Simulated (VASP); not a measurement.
# In (I4/mmm) in VASP: single point with PBE

Aim: the single point of In with PBE.

All numbers are computed with VASP 6.6.1; they aren't measurements. Logs are shortened: lines on timing, memory, paths and dates and some standing lists are left out, and cuts for length are marked.

## 1. The cell of the first run

The structure is tetragonal, space group I4/mmm (No. 139). Conventional cell: a = 3.252 Å, b = 3.252 Å, c = 4.946 Å, α = 90.00°, β = 90.00°, γ = 90.00°. In (site symmetry 4/mmm) has 12 In at 3.25 to 3.38 Å within 4.3 Å.

## 2. Single point, PBE

Contents of INCAR:

```
SYSTEM = In
PREC = Accurate
ENCUT = 520
EDIFF = 1E-7
ISMEAR = 0
SIGMA = 0.05
LREAL = .FALSE.
LASPH = .TRUE.
NELM = 60
ALGO = Fast
ISIF = 2
LWAVE = .FALSE.
LCHARG = .FALSE.
GGA = PE
NBANDS = 12
```

Contents of KPOINTS:

```
Automatic mesh
0
G
  14 14 14
  0 0 0
```

Contents of POSCAR:

```
In
1.0
   -1.6261505014      1.6261505014      2.4730507625
    1.6261505014     -1.6261505014      2.4730507625
    1.6261505014      1.6261505014     -2.4730507625
In
1
Direct
    0.0000000000      0.0000000000      0.0000000000
```

Potentials or basis: VASP PAW PBE potentials, release 64 (In_d).

On the command line:

```sh
> cat potpaw_PBE.64/In_d/POTCAR > POTCAR
> mpirun -np 1 vasp_std > vasp.out
```

OUTCAR:

```text
SYSTEM = In
   PREC = Accurate
   ENCUT = 520
   EDIFF = 1E-7
   ISMEAR = 0
   LREAL = .FALSE.
   LASPH = .TRUE.
   NELM = 60
   ISIF = 2
   GGA = PE

 ion  position               nearest neighbor table
   1  0.000  0.000  0.000-

  LATTYP: Found a body centered tetragonal cell.
 ALAT       =     3.2523010028
 C/A-ratio  =     1.5208006641

  Lattice vectors:

 A1 = (  -1.6261505014,   1.6261505014,   2.4730507625)
 A2 = (   1.6261505014,  -1.6261505014,   2.4730507625)
 A3 = (   1.6261505014,   1.6261505014,  -2.4730507625)

Analysis of symmetry for initial positions (statically):
=====================================================================
 Subroutine PRICEL returns:
 Original cell was already a primitive cell.

 Routine SETGRP: Setting up the symmetry group for a
 body centered tetragonal supercell.

 Subroutine GETGRP returns: Found 16 space group operations
 (whereof 16 operations were pure point group operations)
 out of a pool of 16 trial point group operations.

The static configuration has the point symmetry D_4h.

Analysis of symmetry for dynamics (positions and initial velocities):
=====================================================================
 Subroutine PRICEL returns:
 Original cell was already a primitive cell.

 Routine SETGRP: Setting up the symmetry group for a
 body centered tetragonal supercell.

 Subroutine GETGRP returns: Found 16 space group operations
 (whereof 16 operations were pure point group operations)
 out of a pool of 16 trial point group operations.

The dynamic configuration has the point symmetry D_4h.

 Subroutine INISYM returns: Found 16 space group operations
 (whereof 16 operations are pure point group operations),
 and found     1 'primitive' translations

----------------------------------------------------------------------------------------

                                     Primitive cell

  volume of cell :      26.1586

  direct lattice vectors                    reciprocal lattice vectors
    -1.626150501  1.626150501  2.473050763     0.000000000  0.307474615  0.202179433
     1.626150501 -1.626150501  2.473050763     0.307474615  0.000000000  0.202179433
     1.626150501  1.626150501 -2.473050763     0.307474615  0.307474615  0.000000000

  length of vectors
     3.377086167  3.377086167  3.377086167     0.367990709  0.367990709  0.434834771

  position of ions in fractional coordinates (direct lattice)
     0.000000000  0.000000000  0.000000000

  ion indices of the primitive-cell ions
   primitive index   ion index
                 1           1

----------------------------------------------------------------------------------------

 KPOINTS: Automatic mesh

Automatic generation of k-mesh.
 Grid dimensions read from file:
 generate k-points for:   14   14   14

 Generating k-lattice:

  Cartesian coordinates                     Fractional coordinates (reciprocal lattice)
     0.000000000  0.021962473  0.014441388     0.071428571  0.000000000  0.000000000
     0.021962473  0.000000000  0.014441388     0.000000000  0.071428571  0.000000000
     0.021962473  0.021962473  0.000000000     0.000000000  0.000000000  0.071428571

  Length of vectors
     0.026285051  0.026285051  0.031059627

  Shift w.r.t. Gamma in fractional coordinates (k-lattice)
     0.000000000  0.000000000  0.000000000

 Subroutine IBZKPT returns following result:
 ===========================================

 Found    244 irreducible k-points:

 Following reciprocal coordinates:
            Coordinates               Weight
  0.000000  0.000000  0.000000      1.000000
  0.071429  0.000000 -0.000000      8.000000
  0.142857  0.000000  0.000000      8.000000
  0.214286  0.000000  0.000000      8.000000
  0.285714  0.000000  0.000000      8.000000
  0.357143  0.000000 -0.000000      8.000000
[... 16 lines left out ...]
  0.214286  0.142857  0.000000     16.000000
  0.285714  0.142857  0.000000     16.000000
 [... further k-points ...]
   k-points           NKPTS =    244   k-points in BZ     NKDIM =    244   number of bands    NBANDS=     12
   number of dos      NEDOS =    301   number of ions     NIONS =      1
   total plane-waves  NPLWV =  21952
   dimension x,y,z NGX =    28 NGY =   28 NGZ =   28
   dimension x,y,z NGXF=    56 NGYF=   56 NGZF=   56
   ions per type =               1
   NGX,Y,Z   is equivalent  to a cutoff of  13.78, 13.78, 13.78 a.u.
   NGXF,Y,Z  is equivalent  to a cutoff of  27.57, 27.57, 27.57 a.u.
 SYSTEM =  In
   PREC   = accura    normal or accurate (medium, high low for compatibility)
   ISTART =      0    job   : 0-new  1-cont  2-samecut
   ICHARG =      2    charge: 1-file 2-atom 10-const
   ISPIN  =      1    spin polarized calculation?
   LNONCOLLINEAR =      F non collinear calculations
   LSORBIT =      F    spin-orbit coupling
   LASPH  =      T    aspherical Exc in radial PAW
   ENCUT  =  520.0 eV  38.22 Ry    6.18 a.u.   6.28  6.28  6.28*2*pi/ulx,y,z
   NELM   =     60;   NELMIN=  2; NELMDL= -5     # of ELM steps
   EDIFF  = 0.1E-06   stopping-criterion for ELM
   LREAL  =      F    real-space projection
   EDIFFG = 0.1E-05   stopping-criterion for IOM
   NSW    =      0    number of steps for IOM
   IBRION =     -1    ionic relax: 0-MD 1-quasi-New 2-CG
   NFREE  =      0    steps in history (QN), initial steepest desc. (CG)
   ISIF   =      2    stress and relaxation
   ISYM   =      2    0-nonsym 1-usesym 2-fastsym
   POTIM  = 0.5000    time-step for ionic-motion
   TEBEG  =    0.0;   TEEND  =   0.0 temperature during run
   PSTRESS=    0.0 pullay stress
   NELECT =      13.0000    total number of electrons
   NUPDOWN=      -1.0000    fix difference up-down
   EMIN   =  10.00;   EMAX   =-10.00  energy-range for DOS
   EFERMI =   0.00;   METHOD = LEGACY
   ISMEAR =     0;   SIGMA  =   0.05  broadening in eV -4-tet -1-fermi 0-gaus
   EFERMI_NEDOS =   21; number of points for ismear=-14 and -15
   IALGO  =     68    algorithm
   IMIX   =      4    mixing-type and parameters
     AMIX     =   0.40;   BMIX     =  1.00
     AMIX_MAG =   1.60;   BMIX_MAG =  1.00
  volume/ion in A,a.u.               =      26.16       176.53
  Fermi-wavevector in a.u.,A,eV,Ry     =   1.296735  2.450473 22.878479  1.681521
  Thomas-Fermi vector in A             =   2.428172
   LORBIT       =      0    0 simple, 1 ext, 2 COOP (PROOUT), +10 PAW based schemes
   GGA     = PE    functional components
   LHFCALC =     F    Hartree Fock is set to
   AEXX    =    0.0000 exact exchange contribution
   IVDW    =     0    specifies the selected vdW correction
   LEPSILON=     F    determine dielectric tensor
   LRPA    =     F    only Hartree local field effects (RPA)
 non-spin polarized calculation
 RMM-DIIS sequential band-by-band and
 Gauss-broadening in eV      SIGMA  =   0.05
  energy-cutoff  :      520.00
  volume of cell :       26.16
 maximum number of plane-waves:       720
 NGX is ok and might be reduce to    28
   NGX = 13   NGY = 13   NGZ = 13

 number of electron      13.0000006 magnetization

 Free energy of the ion-electron system (eV)
  ---------------------------------------------------
  ext. energy  EPLUGINS =         0.00000000
  ---------------------------------------------------
  free energy    TOTEN  =        -2.55407090 eV

  energy without entropy =       -2.55355901  energy(sigma->0) =       -2.55381496

 E-fermi :   7.5756     XC(G=0): -10.2542

 val. band max:        7.5663624853   @ k =   0.2857   0.2143   0.0714
 cond. band min:       7.6169577463   @ k =  -0.2857   0.4286   0.0714
 fundamental gap:      0.0505952610
 Fermi energy:         7.5755778606

 k-point     1 :       0.0000    0.0000    0.0000
  band No.  band energies     occupation
      1      -7.1830      2.00000
      2      -7.0808      2.00000
      3      -7.0808      2.00000
      4      -6.9994      2.00000
      5      -6.8940      2.00000
      6      -2.0215      2.00000
      7      18.0671      0.00000
      8      18.0671      0.00000
      9      18.2363      0.00000
     10      19.1002      0.00000
     11      21.4960      0.00000
     12      21.6072      0.00000

 k-point     2 :       0.0714    0.0000   -0.0000
  band No.  band energies     occupation
      1      -7.1748      2.00000
      2      -7.0812      2.00000
      3      -7.0727      2.00000
      4      -6.9979      2.00000
      5      -6.8972      2.00000
      6      -1.9097      2.00000
      7      16.7113      0.00000
      8      17.8981      0.00000
      9      17.9256      0.00000
     10      18.9305      0.00000
     11      21.8716      0.00000
     12      21.9107      0.00000

 k-point     3 :       0.1429    0.0000    0.0000
  band No.  band energies     occupation
      1      -7.1581      2.00000
      2      -7.0853      2.00000
      3      -7.0529      2.00000
      4      -6.9856      2.00000
      5      -6.9032      2.00000
      6      -1.5714      2.00000
      7      14.2919      0.00000
      8      17.2696      0.00000
      9      17.6114      0.00000
     10      18.8725      0.00000
     11      21.2428      0.00000
     12      22.7859      0.00000
[... 286 lines left out ...]
 k-point    23 :       0.2143    0.1429    0.0000
  band No.  band energies     occupation
      1      -7.1315      2.00000
      2      -7.0773      2.00000
      3      -7.0230      2.00000
      4      -6.9660      2.00000
      5      -6.8689      2.00000
      6      -0.1275      2.00000
      7      10.8031      0.00000
      8      12.8880      0.00000
      9      16.5804      0.00000
     10      19.3589      0.00000
     11      20.3229      0.00000
     12      21.4681      0.00000

 k-point    24 :       0.2857    0.1429    0.0000
  band No.  band energies     occupation
      1      -7.1252      2.00000
      2      -7.0984      2.00000
      3      -7.0328      2.00000
      4      -6.9072      2.00000
      5      -6.8546      2.00000
      6       0.8174      2.00000
      7       8.6215      0.00000
      8      12.7960      0.00000
      9      15.6945      0.00000
     10      18.4533      0.00000
     11      20.3303      0.00000
     12      21.8487      0.00000

 [... further k-points ...]
[... 5 lines left out ...]
  --------------------------------------------------------------------------------------
  -------------------------------------------------------------------------------------
  Total        0.2840006      0.2840006      0.3610320      0.0000000      0.0000000      0.0000000
  in kB       17.3946347     17.3946347     22.1127033      0.0000000      0.0000000      0.0000000
  external PRESSURE =      18.9673243 kB  Pullay stress =       0.0000000 kB

 VOLUME and BASIS-vectors are now :
 -----------------------------------------------------------------------------
  energy-cutoff  :      520.00
  volume of cell :       26.16
      direct lattice vectors                 reciprocal lattice vectors
    -1.626150501  1.626150501  2.473050763     0.000000000  0.307474615  0.202179433
     1.626150501 -1.626150501  2.473050763     0.307474615  0.000000000  0.202179433
     1.626150501  1.626150501 -2.473050763     0.307474615  0.307474615  0.000000000

 POSITION                                       TOTAL-FORCE (eV/Angst)
 -----------------------------------------------------------------------------------
      0.00000      0.00000      0.00000         0.000000     -0.000000     -0.000000
 -----------------------------------------------------------------------------------
    total drift:                               -0.000000     -0.000000     -0.000000

  FREE ENERGIE OF THE ION-ELECTRON SYSTEM (eV)
  ---------------------------------------------------
  free  energy   TOTEN  =        -2.5540708979 eV

  energy  without entropy=       -2.5535590146  energy(sigma->0) =       -2.55381496
```

Run time: 45 s. Hardware: 1 thread of Intel Xeon 6975P-C (Granite Rapids), shared host; peak memory 0.21 GiB.

What came out:

```yaml
Free_energy: -2.5541 eV
Pressure: 1.9 GPa
```

Stress tensor (GPa, compression positive):
```
1.74 0.00 0.00
0.00 1.74 0.00
0.00 0.00 2.21
```

Caveat: spin-orbit coupling is left out, which moves the levels of the heavy elements.
